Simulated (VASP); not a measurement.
Mo:

```
Mo
1.0
     2.82448   -0.01805   -0.04836
    -1.42787    2.31755    0.01455
    -0.04517   -0.01038    2.53733
Mo
1
Cartesian
  -0.0226 -0.0052 1.2687
```

Base run:

| Property | Result |
| --- | --- |
| Program | VASP 6.6.1 |
| Functional | PBE |
| Potentials or basis | VASP PAW PBE potentials, release 64 (Mo_sv) |
| Cutoff | 520 eV |
| k mesh | 8 × 8 × 8 |
| Occupations | gaussian, width 0.05 eV |
| Spin | no spin polarisation |

Its results: band gap on the k mesh zero (band 7 reaches 12.67 eV, above the bottom of band 8 at 10.74 eV); pressure 4.1 GPa.

Q: After a change of settings the same cell gave: band gap on the k mesh zero (band 7 reaches 12.68 eV, above the bottom of band 8 at 10.84 eV); pressure 4.9 GPa. Which change was it?
A. k mesh from 8 × 8 × 8 to 10 × 10 × 9
B. k mesh from 8 × 8 × 8 to 15 × 16 × 14
C. k mesh from 8 × 8 × 8 to 12 × 13 × 12

A: A.
